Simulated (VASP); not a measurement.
# LiGa12O18 (a cell with a defect) in VASP: further runs, part 2 of 2

VASP 6.6.1.

### Step 4. Single point, PBE

Contents of INCAR:

```
SYSTEM = LiGa12O18
PREC = Accurate ; ENCUT = 520
EDIFF = 1E-7 ; ISMEAR = -1
SIGMA = 0.01 ; LREAL = Auto
LASPH = .True. ; NELM = 100
ALGO = Normal ; ISIF = 2
LWAVE = .False. ; LCHARG = .False.
GGA = PE ; NBANDS = 154
NELECT = 266.0
```

Contents of KPOINTS:

```
Automatic mesh
0
Gamma
  1 1 1
  0 0 0
```

Contents of POSCAR:

```
LiGa12O18
1.0
    0.0000000000      9.2496621800      0.0000000000
   -1.3977182400      0.0000000000      5.7085775500
    6.2279771500     -1.5416103600      0.0067278600
Ga O Li
12 18 1
Direct
    0.1185434446      0.6808059740      0.6791611186
    0.2228526978      0.2997981926      0.3226536247
    0.3053062743      0.2033971679      0.8252986175
    0.0306915418      0.7870804365      0.1568537679
    0.4461448970      0.6859881459      0.6747272899
    0.5505362504      0.3012527841      0.3148281479
    0.6341744985      0.2042488177      0.8170182991
    0.3630513355      0.7801676794      0.1746914880
    0.7783082640      0.6788814343      0.6799613842
    0.8816977313      0.3507129280      0.3063459949
    0.9770093065      0.2195621820      0.8514233336
    0.6879536289      0.7874792153      0.1542586043
    0.1701770979      0.7276330844     -0.0026591244
    0.1719413906      0.2599251649      1.0047829325
    0.2690970651      0.4206454334      0.6413513888
    0.0553475356      0.5787722972      0.3517399862
    0.0433141318      0.1012667462      0.3052866657
    0.2807409607      0.8918002455      0.6772048721
    0.4950409844      0.7279443402     -0.0050117265
    0.5003769007      0.2564270794      0.9943921850
    0.6076441978      0.4223458155      0.6373734769
    0.3932889870      0.5616607486      0.3531672355
    0.3866696206      0.0931665171      0.3174429663
    0.6161937258      0.8895120751      0.6873415154
    0.8337710894      0.7310990769     -0.0011559909
    0.8274869671      0.2679692787      0.9925282961
    0.9391908413      0.4137752545      0.6389656103
    0.7291220257      0.5814677971      0.3528592179
    0.7229411325      0.1002838458      0.3112266654
    0.9522489585      0.8986907441      0.6995082577
    0.9102365165      1.0227835714      0.4630990423
```

Potentials or basis: VASP PAW PBE potentials, release 64 (Ga_d, O, Li_sv).

Started as:

```bash
> cat potpaw_PBE.64/Ga_d/POTCAR potpaw_PBE.64/O/POTCAR potpaw_PBE.64/Li_sv/POTCAR > POTCAR
> mpirun -np 1 vasp_gam > vasp.out
```

OUTCAR:

```text
SYSTEM = LiGa12O18
   PREC = Accurate
   ENCUT = 520
   EDIFF = 1E-7
   ISMEAR = -1
   LREAL = Auto
   LASPH = .True.
   NELM = 100
   ISIF = 2
   GGA = PE
   NELECT = 266.0

 ion  position               nearest neighbor table
   1  0.119  0.681  0.679-  13 1.94  18 1.95  16 1.99  30 2.01  15 2.08  27 2.21
   2  0.223  0.300  0.323-  14 1.94  23 1.94  15 1.94  17 2.00  22 2.15  16 2.26
   3  0.305  0.203  0.825-  18 1.85  20 1.85  14 1.86  15 1.91
   4  0.031  0.787  0.157-  13 1.82  25 1.85  17 1.86  16 1.92  31 2.61
   5  0.446  0.686  0.675-  24 1.95  18 1.95  19 1.95  22 1.96  21 2.17  15 2.20
   6  0.551  0.301  0.315-  20 1.95  23 1.95  21 1.97  29 1.99  22 2.13  28 2.26
   7  0.634  0.204  0.817-  24 1.84  20 1.85  26 1.86  21 1.89
   8  0.363  0.780  0.175-  23 1.84  19 1.85  13 1.85  22 1.89
   9  0.778  0.679  0.680-  25 1.94  24 1.95  28 1.98  30 2.03  21 2.11  27 2.17
  10  0.882  0.351  0.306-  26 1.90  28 1.98  16 2.01  27 2.02  29 2.09  17 2.09  31 2.36
  11  0.977  0.220  0.851-  26 1.82  14 1.82  30 1.90  27 1.94  31 2.42
  12  0.688  0.787  0.154-  19 1.82  25 1.85  29 1.87  28 1.93  31 2.62
  13  0.170  0.728  0.997-   4 1.82   8 1.85   1 1.94
  14  0.172  0.260  0.005-  11 1.82   3 1.86   2 1.94
  15  0.269  0.421  0.641-   3 1.91   2 1.94   1 2.08   5 2.20
  16  0.055  0.579  0.352-   4 1.92   1 1.99  10 2.01   2 2.26
  17  0.043  0.101  0.305-   4 1.86  31 1.89   2 2.00  10 2.09
  18  0.281  0.892  0.677-   3 1.85   1 1.95   5 1.95
  19  0.495  0.728  0.995-  12 1.82   8 1.85   5 1.95
  20  0.500  0.256  0.994-   3 1.85   7 1.85   6 1.95
  21  0.608  0.422  0.637-   7 1.89   6 1.97   9 2.11   5 2.17
  22  0.393  0.562  0.353-   8 1.89   5 1.96   6 2.13   2 2.15
  23  0.387  0.093  0.317-   8 1.84   2 1.94   6 1.95
  24  0.616  0.890  0.687-   7 1.84   9 1.95   5 1.95
  25  0.834  0.731  0.999-   4 1.85  12 1.85   9 1.94
  26  0.827  0.268  0.993-  11 1.82   7 1.86  10 1.90
  27  0.939  0.414  0.639-  11 1.94  10 2.02   9 2.17   1 2.21
  28  0.729  0.581  0.353-  12 1.93   9 1.98  10 1.98   6 2.26
  29  0.723  0.100  0.311-  12 1.87  31 1.88   6 1.99  10 2.09
  30  0.952  0.899  0.700-  31 1.79  11 1.90   1 2.01   9 2.03
  31  0.910  0.023  0.463-  30 1.79  29 1.88  17 1.89  10 2.36  11 2.42   4 2.61  12 2.62

  LATTYP: Found a triclinic cell.
 ALAT       =     5.8771994966
 B/A-ratio  =     1.6412011407
 C/A-ratio  =     2.7541529852
 COS(alpha) =     0.0064926560
 COS(beta)  =     0.5439765005
 COS(gamma) =     0.7621873503

  Lattice vectors:

 A1 = (   1.3977182400,   0.0000000000,  -5.7085775500)
 A2 = (   7.6256953900,  -1.5416103600,  -5.7018496900)
 A3 = (  -9.6605178200,  -6.1664414600, -11.4306108200)

Analysis of symmetry for initial positions (statically):
=====================================================================
 Subroutine PRICEL returns:
 Original cell was already a primitive cell.

 Routine SETGRP: Setting up the symmetry group for a
 triclinic supercell.

 Subroutine GETGRP returns: Found  1 space group operations
 (whereof  1 operations were pure point group operations)
 out of a pool of  2 trial point group operations.

The static configuration has the point symmetry C_1 .

Analysis of symmetry for dynamics (positions and initial velocities):
=====================================================================
 Subroutine PRICEL returns:
 Original cell was already a primitive cell.

 Routine SETGRP: Setting up the symmetry group for a
 triclinic supercell.

[... 118 lines left out ...]
            Coordinates               Weight
  0.000000  0.000000  0.000000      1.000000
   k-points           NKPTS =      1   k-points in BZ     NKDIM =      1   number of bands    NBANDS=    154
   number of dos      NEDOS =    301   number of ions     NIONS =     31
   total plane-waves  NPLWV = 161280
   dimension x,y,z NGX =    70 NGY =   48 NGZ =   48
   dimension x,y,z NGXF=   140 NGYF=   96 NGZF=   96
   ions per type =              12  18   1
   NGX,Y,Z   is equivalent  to a cutoff of  12.58, 13.58, 12.44 a.u.
   NGXF,Y,Z  is equivalent  to a cutoff of  25.16, 27.16, 24.87 a.u.
 SYSTEM =  LiGa12O18
   PREC   = accura    normal or accurate (medium, high low for compatibility)
   ISTART =      0    job   : 0-new  1-cont  2-samecut
   ICHARG =      2    charge: 1-file 2-atom 10-const
   ISPIN  =      1    spin polarized calculation?
   LNONCOLLINEAR =      F non collinear calculations
   LSORBIT =      F    spin-orbit coupling
   LASPH  =      T    aspherical Exc in radial PAW
   ENCUT  =  520.0 eV  38.22 Ry    6.18 a.u.  17.20 10.93 11.93*2*pi/ulx,y,z
   NELM   =    100;   NELMIN=  2; NELMDL= -5     # of ELM steps
   EDIFF  = 0.1E-06   stopping-criterion for ELM
   LREAL  =      T    real-space projection
   EDIFFG = 0.1E-05   stopping-criterion for IOM
   NSW    =      0    number of steps for IOM
   IBRION =     -1    ionic relax: 0-MD 1-quasi-New 2-CG
   NFREE  =      0    steps in history (QN), initial steepest desc. (CG)
   ISIF   =      2    stress and relaxation
   ISYM   =      2    0-nonsym 1-usesym 2-fastsym
   POTIM  = 0.5000    time-step for ionic-motion
   TEBEG  =    0.0;   TEEND  =   0.0 temperature during run
   PSTRESS=    0.0 pullay stress
   NELECT =     266.0000    total number of electrons
   NUPDOWN=      -1.0000    fix difference up-down
   EMIN   =  10.00;   EMAX   =-10.00  energy-range for DOS
   EFERMI =   0.00;   METHOD = LEGACY
   ISMEAR =    -1;   SIGMA  =   0.01  broadening in eV -4-tet -1-fermi 0-gaus
   EFERMI_NEDOS =   21; number of points for ismear=-14 and -15
   IALGO  =     38    algorithm
   IMIX   =      4    mixing-type and parameters
     AMIX     =   0.40;   BMIX     =  1.00
     AMIX_MAG =   1.60;   BMIX_MAG =  1.00
  volume/ion in A,a.u.               =      10.61        71.61
  Fermi-wavevector in a.u.,A,eV,Ry     =   1.525212  2.882232 31.650840  2.326271
  Thomas-Fermi vector in A             =   2.633413
   LORBIT       =      0    0 simple, 1 ext, 2 COOP (PROOUT), +10 PAW based schemes
   GGA     = PE    functional components
   LHFCALC =     F    Hartree Fock is set to
   AEXX    =    0.0000 exact exchange contribution
   IVDW    =     0    specifies the selected vdW correction
   LEPSILON=     F    determine dielectric tensor
   LRPA    =     F    only Hartree local field effects (RPA)
 non-spin polarized calculation
  energy-cutoff  :      520.00
  volume of cell :      328.94
 maximum number of plane-waves:      4413
 NGX is ok and might be reduce to    70
   NGX = 35   NGY = 21   NGZ = 23

 number of electron     266.0000015 magnetization

 Free energy of the ion-electron system (eV)
  ---------------------------------------------------
  ext. energy  EPLUGINS =         0.00000000
  ---------------------------------------------------
  free energy    TOTEN  =      -183.44710102 eV

  energy without entropy =     -183.44710102  energy(sigma->0) =     -183.44710102

 E-fermi :   3.9957     XC(G=0): -11.3902

 val. band max:        3.7043314648   @ k =   0.0000   0.0000   0.0000
 cond. band min:       5.6858218919   @ k =   0.0000   0.0000   0.0000
 fundamental gap:      1.9814904271
 Fermi energy:         3.9956652233

 k-point     1 :       0.0000    0.0000    0.0000
  band No.  band energies     occupation
      1     -39.6746      2.00000
      2     -14.9874      2.00000
      3     -14.4080      2.00000
      4     -14.3280      2.00000
      5     -14.1174      2.00000
      6     -13.9524      2.00000
[... 137 lines left out ...]
    144      10.8636      0.00000
    145      11.0369      0.00000
 [bands above 145 left out]

------------------------ aborting loop because EDIFF is reached ----------------------------------------

  FORCE on cell =-STRESS in cart. coord.  units (eV):
  Direction    XX          YY          ZZ          XY          YZ          ZX
  --------------------------------------------------------------------------------------
  -------------------------------------------------------------------------------------
  Total       -1.9422319     -1.9125318      1.9869343     -0.4665345     -0.1534606     -0.7649908
  in kB       -9.4601064     -9.3154451      9.6778403     -2.2723683     -0.7474668     -3.7260711
  external PRESSURE =      -3.0325704 kB  Pullay stress =       0.0000000 kB

 VOLUME and BASIS-vectors are now :
 -----------------------------------------------------------------------------
  energy-cutoff  :      520.00
  volume of cell :      328.94
      direct lattice vectors                 reciprocal lattice vectors
     0.000000000  9.249662180  0.000000000     0.026753887  0.108112056  0.006550563
    -1.397718240  0.000000000  5.708577550    -0.000189185  0.000000000  0.175128666
     6.227977150 -1.541610360  0.006727860     0.160523321  0.000000000  0.039303377

 POSITION                                       TOTAL-FORCE (eV/Angst)
 -----------------------------------------------------------------------------------
      3.27823      0.04948      3.89100         0.012000     -0.007521      0.003948
      1.59045      1.56391      1.71359        -0.012514     -0.007579      0.006323
      4.85565      1.55169      1.16666        -0.004446      0.002808     -0.004386
     -0.12324      0.04208      4.49417        -0.005251      0.007947     -0.003987
      3.24337      3.08652      3.92056         0.011973     -0.004373     -0.004024
      1.53968      4.60693      1.72184        -0.021594      0.005762      0.005583
[... 23 lines left out ...]
      3.10041      7.72961      5.13495         0.008239      0.003573     -0.011650
      2.85233      7.70546      0.13318        -0.004515      0.003790     -0.001116
 -----------------------------------------------------------------------------------
    total drift:                                0.018276      0.002555      0.005521

  FREE ENERGIE OF THE ION-ELECTRON SYSTEM (eV)
  ---------------------------------------------------
  free  energy   TOTEN  =      -183.4471010205 eV

  energy  without entropy=     -183.4471010205  energy(sigma->0) =     -183.44710102
```

It took 2.7 min on 1 thread of Intel Xeon Platinum 8259CL at 2.50GHz (Skylake/Cascade Lake), shared host; peak memory 0.38 GiB.

Results:

```yaml
Free_energy: -183.4471 eV
Largest_force: 0.025 eV/Å
```

Forces in eV/Å, atoms in the order of the input:
```
Ga   0.012 -0.008  0.004
Ga  -0.013 -0.008  0.006
Ga  -0.004  0.003 -0.004
Ga  -0.005  0.008 -0.004
Ga   0.012 -0.004 -0.004
Ga  -0.022  0.006  0.006
Ga  -0.005 -0.001 -0.011
Ga   0.009  0.000  0.006
Ga   0.011  0.001  0.004
Ga  -0.013  0.002 -0.014
Ga   0.010 -0.005  0.004
Ga  -0.001 -0.006 -0.004
O   -0.002 -0.001 -0.007
O   -0.003 -0.001  0.005
O    0.016  0.006  0.006
O   -0.004  0.019 -0.003
O    0.006  0.004  0.006
O   -0.015 -0.002  0.020
O   -0.008  0.000 -0.009
O    0.013  0.003  0.007
O    0.011  0.000  0.006
O   -0.011  0.001 -0.003
O    0.010 -0.001 -0.022
O   -0.012 -0.002  0.017
O    0.000  0.002 -0.007
O   -0.003 -0.003  0.002
O    0.002  0.005 -0.003
O   -0.006 -0.019  0.003
O    0.011 -0.003  0.006
O    0.008  0.004 -0.012
Li  -0.005  0.004 -0.001
```

Caveat: the k points lie up to 1.10 Å⁻¹ apart, too coarse for converged energies, forces and pressures; the cell carries a net charge on a neutralising background, which shifts energy and pressure; the cell is charged against a uniform background, so pressure and absolute levels hang on convention; the cutoff is under 1.25 times the usual one of these potentials, so pressure, stress and relaxed cells hold a basis-set (Pulay) error.
